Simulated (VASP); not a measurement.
LaAgS2: single point with PBEsol

The system is LaAgS2.

```
CELL_PARAMETERS angstrom
2.11361 1.22029 5.65676
-2.11361 1.22029 5.65676
0.00000 -2.44059 5.65676
ATOMIC_POSITIONS crystal
Ag 0.00000 0.00000 0.00000
La 0.50000 0.50000 0.50000
S 0.25366 0.25366 0.25366
S 0.74634 0.74634 0.74634
```

```
Program             : VASP 6.6.1
Task                : single point
Functional          : PBEsol
Potentials or basis : VASP PAW PBE potentials, release 64 (Ag, La, S)
Cutoff              : 520 eV
k mesh              : 6 × 6 × 6
Occupations         : fermi-dirac, width 0.03 eV
Spin                : no spin polarisation
```

```
Pressure               : -0.1 GPa
Band gap on the k mesh : 2.17 eV
```

Levels at points of the mesh, in eV from the valence-band top:
| k point | band 14 | band 15 | band 16 | band 17 | band 18 | band 19 | band 20 | band 21 |
| --- | --- | --- | --- | --- | --- | --- | --- | --- |
| (0.00, 0.00, 0.00) | -1.33 | -1.17 | -1.17 | -0.50 | 2.46 | 2.96 | 3.08 | 3.08 |
| (0.50, 0.00, 0.00) | -2.80 | -2.43 | -0.22 | -0.04 | 2.66 | 3.02 | 3.25 | 3.35 |
| (0.50, 0.50, 0.00) | -1.97 | -1.14 | -0.90 | -0.42 | 2.24 | 3.03 | 3.19 | 3.31 |
| (0.50, 0.50, 0.50) | -2.28 | -2.24 | -0.03 | -0.03 | 2.48 | 2.69 | 2.69 | 3.14 |

It took 4.8 min on 1 thread of Intel Xeon 8259CL, on a shared host, peak memory 0.38 GiB.

Caveat: the PAW data sets were made with another functional, which shifts forces and pressure a little; spin-orbit coupling is left out, which moves the levels of the heavy elements. A k mesh can miss the band edges.
